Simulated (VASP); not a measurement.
# Sb (R-3m) in VASP: further runs

Sb is run at these levels: PBE+D3(BJ); tasks: relaxation of cell and atoms, single point.

Everything below comes from runs of VASP 6.6.1. Logs are shortened: lines on timing, memory, paths and dates and some standing lists are left out, and cuts for length are marked.

## Step 1: The cell of the first run

It takes space group R-3m (No. 166, trigonal). Conventional cell: a = 4.291 Å, b = 4.291 Å, c = 11.062 Å, α = 90.00°, β = 90.00°, γ = 120.00°. Within 3.8 Å of Sb (site symmetry 3m) lie 6 Sb at 2.91 to 3.29 Å.

## Step 2: Relaxation of cell and atoms, PBE+D3(BJ), target pressure 1 GPa, at which the enthalpy is minimised

File INCAR:

```
SYSTEM = Sb
PREC = Accurate ; ENCUT = 600
EDIFF = 1E-7 ; ISMEAR = -1
SIGMA = 0.1 ; LREAL = .False.
LASPH = .True. ; NELM = 60
ALGO = Normal ; ISIF = 3
LWAVE = .False. ; LCHARG = .False.
GGA = PE ; IVDW = 12
IBRION = 2 ; NSW = 80
EDIFFG = -0.002 ; PSTRESS = 10.0
```

File KPOINTS:

```
regular mesh
0
Gamma
  12 12 12
  0 0 0
```

File POSCAR:

```
Sb
1.0
    2.1456054728      1.2387658973      3.6872906744
   -2.1456054728      1.2387658973      3.6872906744
    0.0000000000     -2.4775317946      3.6872906744
Sb
2
Direct
    0.2355824032      0.2355824032      0.2355824032
    0.7644175968      0.7644175968      0.7644175968
```

Potentials or basis: VASP PAW PBE potentials, release 64 (Sb).

Started as:

```sh
cat potpaw_PBE.64/Sb/POTCAR > POTCAR
mpirun -np 1 vasp_std > vasp.out
```

OUTCAR:

```text
SYSTEM = Sb
   PREC = Accurate
   ENCUT = 600
   EDIFF = 1E-7
   ISMEAR = -1
   LREAL = .False.
   LASPH = .True.
   NELM = 60
   ISIF = 3
   GGA = PE
   IVDW = 12
   IBRION = 2
   NSW = 80
   EDIFFG = -0.002
   PSTRESS = 10.0
 IVDW          = 12

 ion  position               nearest neighbor table
   1  0.236  0.236  0.236-   2 2.91   2 2.91   2 2.91   2 3.29   2 3.29   2 3.29
   2  0.764  0.764  0.764-   1 2.91   1 2.91   1 2.91   1 3.29   1 3.29   1 3.29

  LATTYP: Found a trigonal (rhomboedric) cell.
 ALAT       =     4.4423278032
 COS(alpha) =     0.5334388987

  Lattice vectors:

 A1 = (   2.1456054728,   1.2387658973,   3.6872906744)
 A2 = (  -2.1456054728,   1.2387658973,   3.6872906744)
 A3 = (   0.0000000000,  -2.4775317946,   3.6872906744)

Analysis of symmetry for initial positions (statically):
=====================================================================
 Subroutine PRICEL returns:
 Original cell was already a primitive cell.

 Routine SETGRP: Setting up the symmetry group for a
 trigonal (rhombohedral) supercell.

 Subroutine GETGRP returns: Found 12 space group operations
 (whereof 12 operations were pure point group operations)
 out of a pool of 12 trial point group operations.

The static configuration has the point symmetry D_3d.

Analysis of symmetry for dynamics (positions and initial velocities):
=====================================================================
 Subroutine PRICEL returns:
 Original cell was already a primitive cell.

 Routine SETGRP: Setting up the symmetry group for a
 trigonal (rhombohedral) supercell.

 Subroutine GETGRP returns: Found 12 space group operations
 (whereof 12 operations were pure point group operations)
 out of a pool of 12 trial point group operations.

The dynamic configuration has the point symmetry D_3d.

 Subroutine INISYM returns: Found 12 space group operations
 (whereof 12 operations are pure point group operations),
 and found     1 'primitive' translations

----------------------------------------------------------------------------------------

                                     Primitive cell

  volume of cell :      58.8028

  direct lattice vectors                    reciprocal lattice vectors
     2.145605473  1.238765897  3.687290674     0.233034454  0.134542505  0.090400612
    -2.145605473  1.238765897  3.687290674    -0.233034454  0.134542505  0.090400612
     0.000000000 -2.477531795  3.687290674     0.000000000 -0.269085010  0.090400612

  length of vectors
     4.442327803  4.442327803  4.442327803     0.283864427  0.283864427  0.283864427

  position of ions in fractional coordinates (direct lattice)
     0.235582403  0.235582403  0.235582403
     0.764417597  0.764417597  0.764417597

  ion indices of the primitive-cell ions
   primitive index   ion index
                 1           1
                 2           2

----------------------------------------------------------------------------------------

 KPOINTS: regular mesh

Automatic generation of k-mesh.
 Grid dimensions read from file:
 generate k-points for:   12   12   12

 Generating k-lattice:

  Cartesian coordinates                     Fractional coordinates (reciprocal lattice)
     0.019419538  0.011211875  0.007533384     0.083333333  0.000000000  0.000000000
    -0.019419538  0.011211875  0.007533384     0.000000000  0.083333333  0.000000000
     0.000000000 -0.022423751  0.007533384     0.000000000  0.000000000  0.083333333

  Length of vectors
     0.023655369  0.023655369  0.023655369

  Shift w.r.t. Gamma in fractional coordinates (k-lattice)
     0.000000000  0.000000000  0.000000000

 Subroutine IBZKPT returns following result:
 ===========================================

 Found    189 irreducible k-points:

 Following reciprocal coordinates:
            Coordinates               Weight
  0.000000  0.000000  0.000000      1.000000
  0.083333  0.000000  0.000000      6.000000
  0.166667  0.000000  0.000000      6.000000
  0.250000  0.000000  0.000000      6.000000
  0.333333  0.000000  0.000000      6.000000
  0.416667  0.000000  0.000000      6.000000
[... 16 lines left out ...]
  0.500000  0.166667  0.000000     12.000000
 -0.416667  0.166667 -0.000000     12.000000
 [... further k-points ...]
   k-points           NKPTS =    189   k-points in BZ     NKDIM =    189   number of bands    NBANDS=      9
   number of dos      NEDOS =    301   number of ions     NIONS =      2
   total plane-waves  NPLWV =  46656
   dimension x,y,z NGX =    36 NGY =   36 NGZ =   36
   dimension x,y,z NGXF=    72 NGYF=   72 NGZF=   72
   ions per type =               2
   NGX,Y,Z   is equivalent  to a cutoff of  13.47, 13.47, 13.47 a.u.
   NGXF,Y,Z  is equivalent  to a cutoff of  26.94, 26.94, 26.94 a.u.
 SYSTEM =  Sb
   PREC   = accura    normal or accurate (medium, high low for compatibility)
   ISTART =      0    job   : 0-new  1-cont  2-samecut
   ICHARG =      2    charge: 1-file 2-atom 10-const
   ISPIN  =      1    spin polarized calculation?
   LNONCOLLINEAR =      F non collinear calculations
   LSORBIT =      F    spin-orbit coupling
   LASPH  =      T    aspherical Exc in radial PAW
   ENCUT  =  600.0 eV  44.10 Ry    6.64 a.u.   8.87  8.87  8.87*2*pi/ulx,y,z
   NELM   =     60;   NELMIN=  2; NELMDL= -5     # of ELM steps
   EDIFF  = 0.1E-06   stopping-criterion for ELM
   LREAL  =      F    real-space projection
   EDIFFG = -.2E-02   stopping-criterion for IOM
   NSW    =     80    number of steps for IOM
   IBRION =      2    ionic relax: 0-MD 1-quasi-New 2-CG
   NFREE  =      1    steps in history (QN), initial steepest desc. (CG)
   ISIF   =      3    stress and relaxation
   ISYM   =      2    0-nonsym 1-usesym 2-fastsym
   POTIM  = 0.5000    time-step for ionic-motion
   TEBEG  =    0.0;   TEEND  =   0.0 temperature during run
   PSTRESS=   10.0 pullay stress
   NELECT =      10.0000    total number of electrons
   NUPDOWN=      -1.0000    fix difference up-down
   EMIN   =  10.00;   EMAX   =-10.00  energy-range for DOS
   EFERMI =   0.00;   METHOD = LEGACY
   ISMEAR =    -1;   SIGMA  =   0.10  broadening in eV -4-tet -1-fermi 0-gaus
   EFERMI_NEDOS =   21; number of points for ismear=-14 and -15
   IALGO  =     38    algorithm
   IMIX   =      4    mixing-type and parameters
     AMIX     =   0.40;   BMIX     =  1.00
     AMIX_MAG =   1.60;   BMIX_MAG =  1.00
  volume/ion in A,a.u.               =      29.40       198.41
  Fermi-wavevector in a.u.,A,eV,Ry     =   0.907003  1.713988 11.192903  0.822655
  Thomas-Fermi vector in A             =   2.030759
   LORBIT       =      0    0 simple, 1 ext, 2 COOP (PROOUT), +10 PAW based schemes
   GGA     = PE    functional components
   LHFCALC =     F    Hartree Fock is set to
   AEXX    =    0.0000 exact exchange contribution
   IVDW    =    12    specifies the selected vdW correction
   LEPSILON=     F    determine dielectric tensor
   LRPA    =     F    only Hartree local field effects (RPA)
 conjugate gradient relaxation of ions
 non-spin polarized calculation
  energy-cutoff  :      600.00
  volume of cell :       58.80
 maximum number of plane-waves:      1994
   NGX = 17   NGY = 17   NGZ = 17

--------------------------------------- Ionic step        1  -------------------------------------------

 number of electron      10.0000000 magnetization

 Free energy of the ion-electron system (eV)
  ---------------------------------------------------
  ext. energy  EPLUGINS =         0.00000000
  ---------------------------------------------------
  free energy    TOTEN  =        -8.23240778 eV

  energy without entropy =       -8.22073371  energy(sigma->0) =       -8.22657074

------------------------ aborting loop because EDIFF is reached ----------------------------------------

 Edisp (eV)   -0.97190

 E8    (eV) :    -0.4534

  FORCE on cell =-STRESS in cart. coord.  units (eV):
  Direction    XX          YY          ZZ          XY          YZ          ZX
  --------------------------------------------------------------------------------------
  -------------------------------------------------------------------------------------
  Total       0.43503     0.43503     0.28870     0.00000     0.00000     0.00000
  in kB      11.85319    11.85319     7.86613     0.00000     0.00000     0.00000
  external pressure =        0.52 kB  Pullay stress =       10.00 kB
[... 101 lines left out ...]
  FREE ENERGIE OF THE ION-ELECTRON SYSTEM (eV)
  ---------------------------------------------------
  free  energy   TOTEN  =        -9.2089846340 eV

  energy  without entropy=       -9.1952087478  energy(sigma->0) =       -9.20209669

  enthalpy is  TOTEN    =        -8.8408029546 eV   P V=        0.3681816794

[... ionic steps 4 to 19 ...]

--------------------------------------- Ionic step       20  -------------------------------------------

 number of electron      10.0000000 magnetization

------------------------ aborting loop because EDIFF is reached ----------------------------------------

 Edisp (eV)   -0.98501

 E8    (eV) :    -0.4595
[... 73 lines left out ...]
  enthalpy is  TOTEN    =        -8.8431961406 eV   P V=        0.3623052366

--------------------------------------- Ionic step       22  -------------------------------------------

 number of electron      10.0000000 magnetization

 Free energy of the ion-electron system (eV)
  ---------------------------------------------------
  ext. energy  EPLUGINS =         0.00000000
  ---------------------------------------------------
  free energy    TOTEN  =        -8.22062773 eV

  energy without entropy =       -8.20553520  energy(sigma->0) =       -8.21308147

 E-fermi :   7.6463     XC(G=0):  -9.7209

 val. band max:        7.6414765138   @ k =   0.2500   0.2500   0.1667
 cond. band min:       7.7119659992   @ k =   0.4167   0.3333   0.3333
 fundamental gap:      0.0704894854
 Fermi energy:         7.6462881519

 k-point     1 :       0.0000    0.0000    0.0000
  band No.  band energies     occupation
      1      -5.1720      2.00000
      2       3.1887      2.00000
      3       5.7285      2.00000
      4       5.8666      2.00000
      5       5.8666      2.00000
      6      10.2921      0.00000
      7      10.6733      0.00000
      8      10.6733      0.00000
      9      12.5722      0.00000
[... 265 lines left out ...]
 k-point    24 :      -0.4167    0.1667   -0.0000
  band No.  band energies     occupation
      1      -2.5245      2.00000
      2      -1.8792      2.00000
      3       3.9872      2.00000
      4       5.5701      2.00000
      5       6.0197      2.00000
      6       8.6325      0.00010
      7       9.1736      0.00000
      8      10.9517      0.00000
      9      14.4365      0.00000

 [... further k-points ...]

------------------------ aborting loop because EDIFF is reached ----------------------------------------

 Edisp (eV)   -0.98488

 E8    (eV) :    -0.4594

  FORCE on cell =-STRESS in cart. coord.  units (eV):
  Direction    XX          YY          ZZ          XY          YZ          ZX
  --------------------------------------------------------------------------------------
  -------------------------------------------------------------------------------------
  Total       0.36586     0.36586     0.36483    -0.00000     0.00000     0.00000
  in kB      10.09786    10.09786    10.06948    -0.00000     0.00000     0.00000
  external pressure =        0.09 kB  Pullay stress =       10.00 kB
[... 17 lines left out ...]
  FREE ENERGIE OF THE ION-ELECTRON SYSTEM (eV)
  ---------------------------------------------------
  free  energy   TOTEN  =        -9.2055106434 eV

  energy  without entropy=       -9.1904181164  energy(sigma->0) =       -9.19796438

  enthalpy is  TOTEN    =        -8.8431965190 eV   P V=        0.3623141244

 reached required accuracy - stopping structural energy minimisation
```

Wall time 10 min (1 thread of AMD EPYC 7R13 (Zen 3), shared host); peak memory 0.27 GiB.

Results:

```yaml
Free_energy: -9.2055 eV
Relaxed_volume: 29.02 Å³/atom
Relaxed_cell: a = 4.394 Å, b = 4.394 Å, c = 4.394 Å, α = 58.60°, β = 58.60°, γ = 58.60°
Space_group_after_relaxing_to_0.1_Å: R-3m (No. 166)
Energy_change_on_relaxing_the_run_minimises_the_enthalpy: -0.6 meV/atom
Ionic_steps: 22
Pressure_after_relaxing: 1.0 GPa
Band_gap_on_the_k_mesh: zero (bands 5 and 6 overlap by 0.34 eV)
Dispersion_energy_per_atom: -0.492 eV
```

The path:
```
step  energy change (eV)  largest force (eV/Å)  pressure (GPa)  volume (Å³)
   1              0.0000                0.1772            1.05        58.80
   2             -0.0031                0.0950            0.71        58.88
   3             -0.0047                0.0011            0.30        58.99
   4             -0.0039                0.0077            0.54        58.64
   5             -0.0017                0.0151            0.90        58.16
   6             -0.0011                0.0166            0.98        58.05
   7             -0.0011                0.0121            0.99        58.05
   8             -0.0011                0.0021            1.03        58.04
   9             -0.0011                0.0055            1.04        58.04
  10             -0.0015                0.0027            0.98        58.09
  11             -0.0014                0.0033            1.00        58.08
  12             -0.0014                0.0030            0.99        58.08
  13             -0.0014                0.0028            0.99        58.09
  14             -0.0014                0.0031            0.99        58.08
  15             -0.0014                0.0029            0.99        58.08
  16             -0.0013                0.0028            1.00        58.07
  17             -0.0013                0.0027            0.99        58.07
  18             -0.0012                0.0023            1.01        58.06
  19             -0.0012                0.0022            1.00        58.05
  20             -0.0012                0.0017            1.02        58.04
  21             -0.0012                0.0020            1.01        58.05
  22             -0.0012                0.0010            1.01        58.05
```

Final structure:
```cif
data_structure
_symmetry_space_group_name_H-M 'P 1'
_symmetry_Int_Tables_number 1
_cell_length_a 4.3936
_cell_length_b 4.3936
_cell_length_c 4.3936
_cell_angle_alpha 58.598
_cell_angle_beta 58.598
_cell_angle_gamma 58.598
_cell_volume 58.05
loop_
_atom_site_label
_atom_site_type_symbol
_atom_site_fract_x
_atom_site_fract_y
_atom_site_fract_z
_atom_site_occupancy
Sb1 Sb 0.23830 0.23830 0.23830 1
Sb2 Sb 0.76170 0.76170 0.76170 1
```

Caveat: the cell is relaxed towards a set pressure, so the run minimises the enthalpy, not the energy; spin-orbit coupling is left out, which moves the levels of the heavy elements.

## Step 3: Relaxation of cell and atoms, PBE+D3(BJ)

This run uses another cell than the first one, of 29.78 Å³/atom.

File INCAR:

```
SYSTEM = Sb
ALGO = Normal
EDIFF = 1E-6
EDIFFG = -0.001
ENCUT = 600
GGA = PE
IBRION = 2
ISIF = 3
ISMEAR = -1
IVDW = 12
LASPH = .True.
LCHARG = .False.
LREAL = .False.
LWAVE = .False.
NELM = 100
NSW = 80
PREC = Accurate
SIGMA = 0.15
```

File KPOINTS:

```
k-points
0
Gamma
  12 12 12
  0 0 0
```

File POSCAR:

```
Sb
1.0
    2.1616083284      1.2480051503      3.6796745321
   -2.1616083284      1.2480051503      3.6796745321
    0.0000000000     -2.4960103005      3.6796745321
Sb
2
Direct
    0.2361487230      0.2361487230      0.2361487230
    0.7638512770      0.7638512770      0.7638512770
```

Potentials or basis: VASP PAW PBE potentials, release 64 (Sb).

Started as:

```sh
cat potpaw_PBE.64/Sb/POTCAR > POTCAR
mpirun -np 1 vasp_std > vasp.out
```

It took 4 min on 1 thread of Intel Xeon 6975P-C (Granite Rapids), shared host; peak memory 0.31 GiB.

It converged, with:

```
Free energy                           : -9.2194 eV
Relaxed volume                        : 29.58 Å³/atom
Relaxed cell                          : a = 4.431 Å, b = 4.431 Å, c = 4.431 Å, α = 58.33°, β = 58.33°, γ = 58.33°
Space group after relaxing (to 0.1 Å) : R-3m (No. 166)
Energy gained by relaxing             : 0.8 meV/atom
Ionic steps                           : 21
Pressure after relaxing               : 0.0 GPa
Band gap on the k mesh                : zero (bands 5 and 6 overlap by 0.24 eV)
Dispersion energy per atom            : -0.483 eV
```

Step by step:
```
step  energy change (eV)  largest force (eV/Å)  pressure (GPa)  volume (Å³)
   1              0.0000                0.1002            0.04        59.56
   2             -0.0007                0.0549           -0.15        59.63
   3             -0.0009                0.0011           -0.39        59.72
   4             -0.0009                0.0144           -0.33        59.70
   5             -0.0014                0.0094           -0.16        59.46
   6             -0.0015                0.0034            0.01        59.21
   7             -0.0016                0.0025            0.01        59.20
   8             -0.0016                0.0000            0.00        59.17
   9             -0.0016                0.0047           -0.02        59.12
  10             -0.0016                0.0020           -0.01        59.16
  11             -0.0016                0.0020           -0.01        59.16
  12             -0.0016                0.0006           -0.01        59.13
  13             -0.0016                0.0020            0.02        59.12
  14             -0.0016                0.0008            0.03        59.13
  15             -0.0016                0.0005            0.02        59.13
  16             -0.0016                0.0009            0.02        59.15
  17             -0.0016                0.0049           -0.05        59.20
  18             -0.0016                0.0017           -0.01        59.16
  19             -0.0016                0.0012           -0.01        59.16
  20             -0.0016                0.0010           -0.01        59.15
  21             -0.0016                0.0009            0.00        59.15
```

Final structure:
```yaml
crystal:
  lattice:
    - [2.15916, 1.24659, 3.66278]
    - [-2.15916, 1.24659, 3.66278]
    - [0.00000, -2.49318, 3.66278]
  atoms:
    - { symbol: Sb, position: [0.23777, 0.23777, 0.23777] }
    - { symbol: Sb, position: [0.76223, 0.76223, 0.76223] }
```

Levels at points of the mesh, in eV from the Fermi level:
```
           k point  band 2  band 3  band 4  band 5  band 6  band 7  band 8  band 9
(0.00, 0.00, 0.00)   -4.56   -1.90   -1.72   -1.72    2.59    2.99    2.99    4.99
(0.50, 0.00, 0.00)   -9.66   -1.55   -1.40   -0.26   -0.03    0.26    0.30    8.06
(0.50, 0.50, 0.00)   -7.73   -5.56   -3.72   -3.64    1.77    5.20    5.54    7.30
(0.50, 0.50, 0.50)   -9.18   -1.10   -1.10   -0.26   -0.03   -0.03    0.97    7.57
```

Caveat: spin-orbit coupling is left out, which moves the levels of the heavy elements.

[end of part 1 of 2]
